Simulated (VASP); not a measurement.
Wanted: the native input for a VASP 6.6.1 run.

```yaml
Task: relaxation of cell and atoms
Functional: PBE
Potentials_or_basis: VASP PAW PBE potentials, release 64 (Hf_pv)
Cutoff: 600 eV
k_mesh: 14 × 14 × 8
Occupations: fermi-dirac, width 0.05 eV
Spin: no spin polarisation
Dipole_correction: no
Further_INCAR_settings: ALGO = Normal; EDIFF = 1e-07; IBRION = 2; EDIFFG = -0.005; NSW = 60; ISIF = 3
```

The structure of Hf lies in POSCAR:

```
Hf
1.0
    3.1801497063      0.0000000000      0.0000000000
   -1.5900748532      2.7540904335      0.0000000000
    0.0000000000      0.0000000000      5.1518425242
Hf
2
Direct
    0.3333333333      0.6666666667      0.2500000000
    0.6666666667      0.3333333333      0.7500000000
```

The input as run:

INCAR

```
PREC = Accurate
ENCUT = 600
EDIFF = 1E-7
ISMEAR = -1
SIGMA = 0.05
LREAL = False
LASPH = True
NELM = 80
ALGO = Normal
ISIF = 3
LWAVE = False
LCHARG = False
GGA = PE
IBRION = 2
NSW = 60
EDIFFG = -0.005
```

KPOINTS

```
regular mesh
0
Gamma
  14 14 8
```

Potentials or basis: VASP PAW PBE potentials, release 64 (Hf_pv).

Run with:

```console
$ cat potpaw_PBE.64/Hf_pv/POTCAR > POTCAR
$ mpirun -np 1 vasp_std > vasp.out
```

Results of the run:

```json
{"Relaxed volume": "22.44 Å³/atom", "Relaxed cell": "a = 3.201 Å, b = 3.201 Å, c = 5.055 Å, α = 90.00°, β = 90.00°, γ = 120.00°", "Space group after relaxing (to 0.1 Å)": "P6_3/mmc (No. 194)", "Energy gained by relaxing": "4.1 meV/atom", "Ionic steps": "5", "Pressure after relaxing": "0.0 GPa", "Band gap on the k mesh": "zero (bands 10 and 11 overlap by 1.54 eV)"}
```

Caveat: spin-orbit coupling is left out, which moves the levels of the heavy elements.

Run time: 2.1 min on 1 thread of Intel(R) Xeon(R) Platinum 8559C (Emerald Rapids), on a shared host, peak memory 0.24 GiB.
